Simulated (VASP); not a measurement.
Write the native input for VASP 6.6.1 that does the following.

- Task: relaxation of cell and atoms
- Functional: BLYP
- Potentials or basis: VASP PAW PBE potentials, release 64 (Sc_sv)
- Cutoff: 600 eV
- k mesh: 12 × 12 × 12
- Occupations: fermi-dirac, width 0.1 eV
- Spin: no spin polarisation
- Dipole correction: no
- Further INCAR settings: ALGO = Normal; EDIFF = 1e-07; IBRION = 2; EDIFFG = -0.01; NSW = 80; ISIF = 3

The structure of Sc lies in POSCAR:

```
Sc
1.0
    0.0000000000      2.3208600778      2.3208600778
    2.3208600778      0.0000000000      2.3208600778
    2.3208600778      2.3208600778      0.0000000000
Sc
1
Direct
    0.0000000000      0.0000000000      0.0000000000
```

This isn't the form of Sc at room conditions, which is hcp.

The input as run:

INCAR

```
SYSTEM = Sc
PREC = Accurate ; ENCUT = 600
EDIFF = 1E-7 ; ISMEAR = -1
SIGMA = 0.1 ; LREAL = .False.
LASPH = .True. ; NELM = 100
ALGO = Normal ; ISIF = 3
LWAVE = .False. ; LCHARG = .False.
GGA = B5 ; ALDAX = 1.0
AGGAX = 1.0 ; AGGAC = 1.0
ALDAC = 0.0 ; IBRION = 2
NSW = 80 ; EDIFFG = -0.01
```

KPOINTS

```
Automatic mesh
0
Gamma
  12 12 12
  0 0 0
```

Potentials or basis: VASP PAW PBE potentials, release 64 (Sc_sv).

Run with:

```console
$ cat potpaw_PBE.64/Sc_sv/POTCAR > POTCAR
$ mpirun -np 1 vasp_std > vasp.out
```

It gave:

```
Relaxed volume                        : 25.11 Å³/atom
Relaxed cell                          : a = 3.287 Å, b = 3.287 Å, c = 3.287 Å, α = 60.00°, β = 60.00°, γ = 60.00°
Space group after relaxing (to 0.1 Å) : Fm-3m (No. 225)
Energy gained by relaxing             : 0.1 meV/atom
Ionic steps                           : 2
Pressure after relaxing               : 0.0 GPa
Band gap on the k mesh                : zero (an odd number of electrons rules out a gap without spin polarisation)
```

Caveat: the PAW data sets were made with another functional, which shifts forces and pressure a little.

It took 40 s on 1 thread of AMD EPYC 7R13 Processor (Zen 3), on a shared host, peak memory 0.14 GiB.
